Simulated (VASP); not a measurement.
# CdS (P1) in VASP: a series of runs, part 2 of 3

VASP 6.6.1. The steps go on from the part before.

**3. Single point, PBE (the part above a cut slid along it)**

INCAR reads:

```
PREC = Accurate
ENCUT = 520
EDIFF = 1E-7
ISMEAR = 0
SIGMA = 0.05
LREAL = False
LASPH = True
NELM = 80
ALGO = Normal
ISIF = 2
LWAVE = False
LCHARG = False
GGA = PE
NBANDS = 46
```

KPOINTS reads:

```
regular mesh
0
Gamma
  7 7 2
```

POSCAR reads:

```
CdS
1.0
   -2.0985806452     -3.6348483013      0.0000000000
    2.0985806452     -3.6348483013      0.0000000000
    0.8744086022     -3.9377523264     13.6554617430
Cd S
4 4
Direct
    0.3647239153     -0.0127045239      0.9058282541
    0.5313905820      0.3622954761      0.4058282541
    0.2813905820      0.2164621428      0.1558282541
    0.1147239153     -0.1585378572      0.6558282541
    0.6352760847      0.5960378572      0.0941717459
    0.4686094180      0.2210378572      0.5941717459
    0.2186094180      0.0752045239      0.3441717459
    0.0519427514     -0.2997954761      0.8441717459
```

Potentials or basis: VASP PAW PBE potentials, release 64 (Cd, S).

Launch:

```bash
> cat potpaw_PBE.64/Cd/POTCAR potpaw_PBE.64/S/POTCAR > POTCAR
> mpirun -np 1 vasp_std > vasp.out
```

OUTCAR:

```text
PREC = Accurate
   ENCUT = 520
   EDIFF = 1E-7
   ISMEAR = 0
   LREAL = False
   LASPH = True
   NELM = 80
   ISIF = 2
   GGA = PE

 ion  position               nearest neighbor table
   1  0.365  0.987  0.906-   8 2.57   8 2.57   8 2.57   5 2.86
   2  0.531  0.362  0.406-   7 2.57   7 2.57   7 2.57   6 2.57
   3  0.281  0.216  0.156-   5 2.57   5 2.57   5 2.57   7 2.57
   4  0.115  0.841  0.656-   6 2.57   6 2.57   6 2.57   8 2.57
   5  0.635  0.596  0.094-   3 2.57   3 2.57   3 2.57   1 2.86
   6  0.469  0.221  0.594-   4 2.57   4 2.57   4 2.57   2 2.57
   7  0.219  0.075  0.344-   2 2.57   2 2.57   2 2.57   3 2.57
   8  0.052  0.700  0.844-   1 2.57   1 2.57   1 2.57   4 2.57

  LATTYP: Found a triclinic cell.
 ALAT       =     4.1971612904
 B/A-ratio  =     1.0000000000
 C/A-ratio  =     3.2673438950
 COS(alpha) =     0.0255049165
 COS(beta)  =     0.0892672079
 COS(gamma) =     0.5000000000

  Lattice vectors:

 A1 = (   4.1971612904,   0.0000000000,   0.0000000000)
 A2 = (   2.0985806452,  -3.6348483013,   0.0000000000)
 A3 = (   1.2241720430,   0.3029040251, -13.6554617430)

Analysis of symmetry for initial positions (statically):
=====================================================================
 Subroutine PRICEL returns:
 Original cell was already a primitive cell.

 Routine SETGRP: Setting up the symmetry group for a
 triclinic supercell.

 Subroutine GETGRP returns: Found  1 space group operations
 (whereof  1 operations were pure point group operations)
 out of a pool of  2 trial point group operations.

The static configuration has the point symmetry C_1 .

Analysis of symmetry for dynamics (positions and initial velocities):
=====================================================================
 Subroutine PRICEL returns:
 Original cell was already a primitive cell.

 Routine SETGRP: Setting up the symmetry group for a
 triclinic supercell.

 Subroutine GETGRP returns: Found  1 space group operations
 (whereof  1 operations were pure point group operations)
 out of a pool of  2 trial point group operations.

The dynamic configuration has the point symmetry C_1 .

 Subroutine INISYM returns: Found  1 space group operations
 (whereof  1 operations are pure point group operations),
 and found     1 'primitive' translations

----------------------------------------------------------------------------------------

                                     Primitive cell

  volume of cell :     208.3283

  direct lattice vectors                    reciprocal lattice vectors
    -2.098580645 -3.634848301  0.000000000    -0.238256272 -0.137557322 -0.024410257
     2.098580645 -3.634848301  0.000000000     0.238256272 -0.137557322 -0.054923079
     0.874408602 -3.937752326 13.655461743     0.000000000  0.000000000  0.073230772

  length of vectors
     4.197161290  4.197161290 14.238754131     0.276195454  0.280543423  0.073230772

  position of ions in fractional coordinates (direct lattice)
     0.364723915  0.987295476  0.905828254
     0.531390582  0.362295476  0.405828254
     0.281390582  0.216462143  0.155828254
     0.114723915  0.841462143  0.655828254
     0.635276085  0.596037857  0.094171746
     0.468609418  0.221037857  0.594171746
[... 45 lines left out ...]
  0.428571 -0.000000  0.000000      2.000000
  0.000000  0.142857  0.000000      2.000000
  0.142857  0.142857  0.000000      2.000000
[... 16 lines left out ...]
 -0.428571  0.428571 -0.000000      2.000000
 -0.285714  0.428571 -0.000000      2.000000
 [... further k-points ...]
   k-points           NKPTS =     50   k-points in BZ     NKDIM =     50   number of bands    NBANDS=     46
   number of dos      NEDOS =    301   number of ions     NIONS =      8
   total plane-waves  NPLWV = 110592
   dimension x,y,z NGX =    32 NGY =   32 NGZ =  108
   dimension x,y,z NGXF=    64 NGYF=   64 NGZF=  216
   ions per type =               4   4
   NGX,Y,Z   is equivalent  to a cutoff of  12.67, 12.67, 12.61 a.u.
   NGXF,Y,Z  is equivalent  to a cutoff of  25.35, 25.35, 25.22 a.u.
 SYSTEM =  unknown system
   PREC   = accura    normal or accurate (medium, high low for compatibility)
   ISTART =      0    job   : 0-new  1-cont  2-samecut
   ICHARG =      2    charge: 1-file 2-atom 10-const
   ISPIN  =      1    spin polarized calculation?
   LNONCOLLINEAR =      F non collinear calculations
   LSORBIT =      F    spin-orbit coupling
   LASPH  =      T    aspherical Exc in radial PAW
   ENCUT  =  520.0 eV  38.22 Ry    6.18 a.u.   7.80  7.80 26.47*2*pi/ulx,y,z
   NELM   =     80;   NELMIN=  2; NELMDL= -5     # of ELM steps
   EDIFF  = 0.1E-06   stopping-criterion for ELM
   LREAL  =      F    real-space projection
   EDIFFG = 0.1E-05   stopping-criterion for IOM
   NSW    =      0    number of steps for IOM
   IBRION =     -1    ionic relax: 0-MD 1-quasi-New 2-CG
   NFREE  =      0    steps in history (QN), initial steepest desc. (CG)
   ISIF   =      2    stress and relaxation
   ISYM   =      2    0-nonsym 1-usesym 2-fastsym
   POTIM  = 0.5000    time-step for ionic-motion
   TEBEG  =    0.0;   TEEND  =   0.0 temperature during run
   PSTRESS=    0.0 pullay stress
   NELECT =      72.0000    total number of electrons
   NUPDOWN=      -1.0000    fix difference up-down
   EMIN   =  10.00;   EMAX   =-10.00  energy-range for DOS
   EFERMI =   0.00;   METHOD = LEGACY
   ISMEAR =     0;   SIGMA  =   0.05  broadening in eV -4-tet -1-fermi 0-gaus
   EFERMI_NEDOS =   21; number of points for ismear=-14 and -15
   IALGO  =     38    algorithm
   IMIX   =      4    mixing-type and parameters
     AMIX     =   0.40;   BMIX     =  1.00
     AMIX_MAG =   1.60;   BMIX_MAG =  1.00
  volume/ion in A,a.u.               =      26.04       175.73
  Fermi-wavevector in a.u.,A,eV,Ry     =   1.148866  2.171043 17.958250  1.319894
  Thomas-Fermi vector in A             =   2.285539
   LORBIT       =      0    0 simple, 1 ext, 2 COOP (PROOUT), +10 PAW based schemes
   GGA     = PE    functional components
   LHFCALC =     F    Hartree Fock is set to
   AEXX    =    0.0000 exact exchange contribution
   IVDW    =     0    specifies the selected vdW correction
   LEPSILON=     F    determine dielectric tensor
   LRPA    =     F    only Hartree local field effects (RPA)
 non-spin polarized calculation
 Gauss-broadening in eV      SIGMA  =   0.05
  energy-cutoff  :      520.00
  volume of cell :      208.33
 maximum number of plane-waves:      5633
   NGX = 15   NGY = 15   NGZ = 53

 number of electron      72.0000008 magnetization

 Free energy of the ion-electron system (eV)
  ---------------------------------------------------
  ext. energy  EPLUGINS =         0.00000000
  ---------------------------------------------------
  free energy    TOTEN  =       -24.26873154 eV

  energy without entropy =      -24.26873154  energy(sigma->0) =      -24.26873154

 E-fermi :   1.3030     XC(G=0):  -8.9440

 val. band max:        1.0476607295   @ k =   0.0000   0.0000   0.0000
 cond. band min:       1.8761885744   @ k =   0.0000   0.0000   0.0000
 fundamental gap:      0.8285278449
 Fermi energy:         1.3029869560

 k-point     1 :       0.0000    0.0000    0.0000
  band No.  band energies     occupation
      1     -11.2672      2.00000
      2     -11.0194      2.00000
      3     -10.8549      2.00000
      4     -10.5810      2.00000
      5      -6.8675      2.00000
      6      -6.8498      2.00000
[... 1165 lines left out ...]
     45       7.4632      0.00000
     46       7.7859      0.00000

 [... further k-points ...]

------------------------ aborting loop because EDIFF is reached ----------------------------------------

  FORCE on cell =-STRESS in cart. coord.  units (eV):
  Direction    XX          YY          ZZ          XY          YZ          ZX
  --------------------------------------------------------------------------------------
  -------------------------------------------------------------------------------------
  Total       -0.6004322     -0.0556756      0.0116719      0.2890579      0.5956743      1.5351233
  in kB       -4.6177054     -0.4281809      0.0897642      2.2230389      4.5811144     11.8060740
  external PRESSURE =      -1.6520407 kB  Pullay stress =       0.0000000 kB

 VOLUME and BASIS-vectors are now :
 -----------------------------------------------------------------------------
  energy-cutoff  :      520.00
  volume of cell :      208.33
      direct lattice vectors                 reciprocal lattice vectors
    -2.098580645 -3.634848301  0.000000000    -0.238256272 -0.137557322 -0.024410257
     2.098580645 -3.634848301  0.000000000     0.238256272 -0.137557322 -0.054923079
     0.874408602 -3.937752326 13.655461743     0.000000000  0.000000000  0.073230772

 POSITION                                       TOTAL-FORCE (eV/Angst)
 -----------------------------------------------------------------------------------
      2.09858     -8.48131     12.36950        -0.236310     -0.032183      0.324114
     -0.00000     -4.84646      5.54177         0.000624     -0.001489     -0.101251
      0.00000     -2.42323      2.12791        -0.085352     -0.102209      0.058502
      2.09858     -6.05808      8.95564        -0.025102     -0.015886     -0.099488
     -0.00000     -4.84646      1.28596         0.527321      0.258148     -0.437888
      0.00000     -4.84646      8.11369        -0.005591     -0.005780      0.086693
      0.00000     -2.42323      4.69982         0.026791      0.015551      0.105215
      2.09858     -6.05808     11.52755        -0.202382     -0.116152      0.064102
 -----------------------------------------------------------------------------------
    total drift:                               -0.000352     -0.000868     -0.000472

  FREE ENERGIE OF THE ION-ELECTRON SYSTEM (eV)
  ---------------------------------------------------
  free  energy   TOTEN  =       -24.2687315383 eV

  energy  without entropy=      -24.2687315383  energy(sigma->0) =      -24.26873154
```

It took 13 min on 1 thread of Intel Xeon 8259CL, shared host; peak memory 0.54 GiB.

Results:

```yaml
Free_energy: -24.2687 eV
Pressure: -0.2 GPa
Largest_force: 0.732 eV/Å
Band_gap_on_the_k_mesh: 0.83 eV
```

Forces on the atoms (eV/Å):
```
Cd  -0.236 -0.032  0.324
Cd   0.001 -0.001 -0.101
Cd  -0.085 -0.102  0.059
Cd  -0.025 -0.016 -0.099
S    0.527  0.258 -0.438
S   -0.006 -0.006  0.087
S    0.027  0.016  0.105
S   -0.202 -0.116  0.064
```

Levels at points of the mesh, in eV from the valence-band top:
| k point | band 34 | band 35 | band 36 | band 37 | band 38 | band 39 |
| --- | --- | --- | --- | --- | --- | --- |
| (0.00, 0.00, 0.00) | -0.17 | -0.09 | 0.00 | 0.83 | 2.38 | 2.63 |
| (0.00, 0.00, 0.50) | -0.32 | -0.12 | -0.10 | 1.53 | 1.90 | 2.61 |

Caveat: the cell differs from its parent crystal (the part above a cut slid along it).

**4. Single point, PBE (the part above a cut slid along it)**

INCAR reads:

```
SYSTEM = CdS
  PREC = Accurate
  ENCUT = 520
  EDIFF = 1E-6
  ISMEAR = 0
  SIGMA = 0.05
  LREAL = .FALSE.
  LASPH = .TRUE.
  NELM = 60
  ALGO = Normal
  ISIF = 2
  LWAVE = .FALSE.
  LCHARG = .TRUE.
  GGA = PE
  LELF = .TRUE.
  LVHAR = .TRUE.
  NBANDS = 46
```

KPOINTS reads:

```
Automatic mesh
0
G
  7 7 2
  0 0 0
```

POSCAR reads:

```
CdS
1.0
   -2.0985806452     -3.6348483013      0.0000000000
    2.0985806452     -3.6348483013      0.0000000000
    0.6995268817     -4.2406563515     13.6554617430
Cd S
4 4
Direct
    0.2892382275     -0.0127045239      0.9058282541
    0.4975715608      0.3622954761      0.4058282541
    0.2684048941      0.2164621428      0.1558282541
    0.0600715608     -0.1585378572      0.6558282541
    0.6274284392      0.5960378572      0.0941717459
    0.4190951059      0.2210378572      0.5941717459
    0.1899284392      0.0752045239      0.3441717459
   -0.0184048941     -0.2997954761      0.8441717459
```

Potentials or basis: VASP PAW PBE potentials, release 64 (Cd, S).

Launch:

```bash
> cat potpaw_PBE.64/Cd/POTCAR potpaw_PBE.64/S/POTCAR > POTCAR
> mpirun -np 1 vasp_std > vasp.out
```

OUTCAR:

```text
SYSTEM = CdS
   PREC = Accurate
   ENCUT = 520
   EDIFF = 1E-6
   ISMEAR = 0
   LREAL = .FALSE.
   LASPH = .TRUE.
   NELM = 60
   ISIF = 2
   GGA = PE

 ion  position               nearest neighbor table
   1  0.289  0.987  0.906-   8 2.57   8 2.57   8 2.57   5 2.99
   2  0.498  0.362  0.406-   7 2.57   7 2.57   7 2.57   6 2.57
   3  0.268  0.216  0.156-   5 2.57   5 2.57   5 2.57   7 2.57
   4  0.060  0.841  0.656-   6 2.57   6 2.57   6 2.57   8 2.57
   5  0.627  0.596  0.094-   3 2.57   3 2.57   3 2.57   1 2.99
   6  0.419  0.221  0.594-   4 2.57   4 2.57   4 2.57   2 2.57
   7  0.190  0.075  0.344-   2 2.57   2 2.57   2 2.57   3 2.57
[... 1393 lines left out ...]
  Total       -0.8028108     -0.4213325      0.4160445      0.0684245      0.8268670      1.5022838
  in kB       -6.1741258     -3.2403145      3.1996465      0.5262278      6.3591328     11.5535176
  external PRESSURE =      -2.0715979 kB  Pullay stress =       0.0000000 kB

 VOLUME and BASIS-vectors are now :
 -----------------------------------------------------------------------------
  energy-cutoff  :      520.00
  volume of cell :      208.33
      direct lattice vectors                 reciprocal lattice vectors
    -2.098580645 -3.634848301  0.000000000    -0.238256272 -0.137557322 -0.030512822
     2.098580645 -3.634848301  0.000000000     0.238256272 -0.137557322 -0.054923079
     0.699526882 -4.240656352 13.655461743     0.000000000  0.000000000  0.073230772

 POSITION                                       TOTAL-FORCE (eV/Angst)
 -----------------------------------------------------------------------------------
      2.09858     -8.48131     12.36950        -0.223676     -0.085110      0.291419
     -0.00000     -4.84646      5.54177        -0.000241     -0.001074     -0.136136
      0.00000     -2.42323      2.12791        -0.111590     -0.097972      0.075150
      2.09858     -6.05808      8.95564        -0.026224     -0.018064     -0.136795
     -0.00000     -4.84646      1.28596         0.544664      0.325879     -0.395984
     -0.00000     -4.84646      8.11369        -0.006986     -0.006259      0.115697
     -0.00000     -2.42323      4.69982         0.026893      0.017581      0.142135
     -0.00000     -9.69293     11.52755        -0.202842     -0.134981      0.044515
 -----------------------------------------------------------------------------------
    total drift:                                0.000158      0.000292     -0.000246

  FREE ENERGIE OF THE ION-ELECTRON SYSTEM (eV)
  ---------------------------------------------------
  free  energy   TOTEN  =       -24.1206264406 eV

  energy  without entropy=      -24.1206264406  energy(sigma->0) =      -24.12062644
```

It took 8.4 min on 1 thread of Intel Xeon 8259CL, shared host; peak memory 0.55 GiB.

Results:

- Free energy: -24.1206 eV
- Pressure: -0.2 GPa
- Largest force: 0.748 eV/Å
- Band gap on the k mesh: 0.71 eV

Forces on the atoms (eV/Å):
```
Cd  -0.224 -0.085  0.291
Cd   0.000 -0.001 -0.136
Cd  -0.112 -0.098  0.075
Cd  -0.026 -0.018 -0.137
S    0.545  0.326 -0.396
S   -0.007 -0.006  0.116
S    0.027  0.018  0.142
S   -0.203 -0.135  0.045
```

Stress tensor (GPa, compression positive):
```
-0.62  0.05  1.16
 0.05 -0.32  0.64
 1.16  0.64  0.32
```

Caveat: the cell differs from its parent crystal (the part above a cut slid along it); semilocal functionals underestimate gaps, and a narrow one can read as zero.

**5. Single point, PBE (the part above a cut slid along it)**

INCAR reads:

```
SYSTEM = CdS
ALGO = Normal
EDIFF = 1E-7
ENCUT = 520
GGA = PE
ISIF = 2
ISMEAR = 0
LASPH = .True.
LCHARG = .True.
LELF = .True.
LREAL = .False.
LVHAR = .True.
LWAVE = .False.
NBANDS = 46
NELM = 80
PREC = Accurate
SIGMA = 0.05
```

KPOINTS reads:

```
k-points
0
Gamma
  7 7 2
  0 0 0
```

POSCAR reads:

```
CdS
1.0
   -2.0985806452     -3.6348483013      0.0000000000
    2.0985806452     -3.6348483013      0.0000000000
    0.6995268817     -1.2116161004     13.6554617430
Cd S
4 4
Direct
    0.6666666667      0.3647239153      0.9058282541
    0.6666666667      0.5313905820      0.4058282541
    0.3333333333      0.2813905820      0.1558282541
    0.3333333333      0.1147239153      0.6558282541
    0.6666666667      0.6352760847      0.0941717459
    0.6666666667      0.4686094180      0.5941717459
    0.3333333333      0.2186094180      0.3441717459
    0.3333333333      0.0519427514      0.8441717459
```

Launch:

```bash
> cat potpaw_PBE.64/Cd/POTCAR potpaw_PBE.64/S/POTCAR > POTCAR
> mpirun -np 1 vasp_std > vasp.out
```

Wall time 17 min (1 thread of Intel Xeon 8259CL, shared host); peak memory 0.55 GiB.

The run converged. Its results:

```
Free energy            : -24.2249 eV
Pressure               : -0.2 GPa
Largest force          : 0.694 eV/Å
Band gap on the k mesh : 0.80 eV
```

Forces in eV/Å, atoms in the order of the input:
```
Cd   0.086 -0.245  0.310
Cd   0.002  0.003 -0.119
Cd   0.126  0.019  0.065
Cd   0.022 -0.011 -0.114
S   -0.391  0.314 -0.480
S    0.008  0.000  0.103
S   -0.022  0.013  0.122
S    0.170 -0.094  0.113
```

Stress tensor (GPa, compression positive):
```
 0.16  0.19 -0.75
 0.19 -0.83  0.83
-0.75  0.83 -0.03
```

Levels at points of the mesh, in eV from the valence-band top:
```csv
k point,band 34,band 35,band 36,band 37,band 38,band 39
"(0.00, 0.00, 0.00)",-0.15,-0.07,0.00,0.80,2.37,2.64
"(0.00, 0.00, 0.50)",-0.31,-0.09,-0.06,1.48,1.90,2.60
```

Caveat: the cell differs from its parent crystal (the part above a cut slid along it); semilocal functionals underestimate gaps, and a narrow one can read as zero.

[end of part 2 of 3]
